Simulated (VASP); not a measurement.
Here is a VASP 6.6.1 calculation.

Contents of INCAR:

```
PREC     = Accurate       # precision mode
ENCUT    = 520            # plane-wave cutoff, eV
EDIFF    = 1E-7           # SCF threshold, eV
ISMEAR   = 0              # smearing method
SIGMA    = 0.05           # smearing width, eV
LREAL    = Auto         
LASPH    = T              # aspherical terms in the spheres
NELM     = 150            # most SCF steps
ALGO     = Normal         # electronic algorithm
ISIF     = 2              # what is computed and relaxed
LWAVE    = F              # write WAVECAR
LCHARG   = T              # write CHGCAR
ISPIN    = 2              # spin polarisation
MAGMOM   = 0 0 0 0 0 0 0 0 0 0 0 0 0 0 0 0 # initial moments
LORBIT   = 11             # projections on sites
NUPDOWN  = 0.0            # fixed moment
LMAXMIX  = 4              # l up to which the mixer works
LDAU     = T              # DFT+U
LDAUTYPE = 2            
LDAUL    = 2 -1 -1        # shell
LDAUU    = 2 0 0          # U, eV
LDAUJ    = 0 0 0        
LDAUPRINT= 1            
GGA      = PS             # functional
LELF     = T              # ELF
LVHAR    = T            
NBANDS   = 55             # bands
```

Contents of KPOINTS:

```
regular mesh
0
Gamma
  3 3 4
```

The input POSCAR:

```
NbAl7N8
1.0
    6.2200009000      0.0000000000      0.0000000000
   -3.1100004000      5.3866788000      0.0000000000
    0.0000000000      0.0000000000      4.9800000000
Nb Al N
1 7 8
Direct
    0.3338417743      0.1666276143      0.9651237301
    0.3342406972      0.6668325378      0.0049829633
    0.8337097530      0.1663245265      0.0050034951
    0.8336936286      0.6668201850      0.0050110067
    0.1637037653      0.3368497293      0.4970635264
    0.1636873568      0.8262611323      0.4970751282
    0.6742438362      0.3368391606      0.4970901299
    0.6672381422      0.8333371740      0.5015561599
    0.3338759008      0.1666459026      0.4321118678
    0.3365163943      0.6679721355      0.3802378052
    0.8325784308      0.1640550719      0.3802522820
    0.8325734744      0.6679534474      0.3802579307
    0.1519303112      0.3486090891      0.8740846827
    0.1519190416      0.8027449092      0.8741002976
    0.6977341548      0.3485889324      0.8741258016
    0.6672264891      0.8333369640      0.8824691579
```

Potentials or basis: VASP PAW PBE potentials, release 64 (Nb_sv, Al, N).

Run with:

```sh
$ cat potpaw_PBE.64/Nb_sv/POTCAR potpaw_PBE.64/Al/POTCAR potpaw_PBE.64/N/POTCAR > POTCAR
$ mpirun -np 1 vasp_std > vasp.out
```

Task: Estimate the largest force.

Result: 0.537 eV/Å.

Task: Predict the pressure.

Result: 9.6 GPa.

Forces on the atoms (eV/Å):
```
Nb   0.001  0.001 -0.537
Al   0.150  0.087  0.187
Al   0.001 -0.174  0.186
Al  -0.152  0.086  0.186
Al   0.008 -0.005 -0.039
Al   0.001  0.010 -0.040
Al  -0.008 -0.005 -0.040
Al  -0.002  0.000  0.022
N   -0.001  0.000 -0.286
N   -0.028 -0.016  0.066
N    0.000  0.032  0.065
N    0.027 -0.015  0.065
N    0.188 -0.108  0.070
N    0.000  0.217  0.070
N   -0.187 -0.108  0.070
N    0.000  0.000 -0.044
```

Caveat: the k points lie up to 0.39 Å⁻¹ apart; the PAW data sets were made with another functional, which shifts forces and pressure a little; the total moment is fixed, so each spin has its own Fermi level.
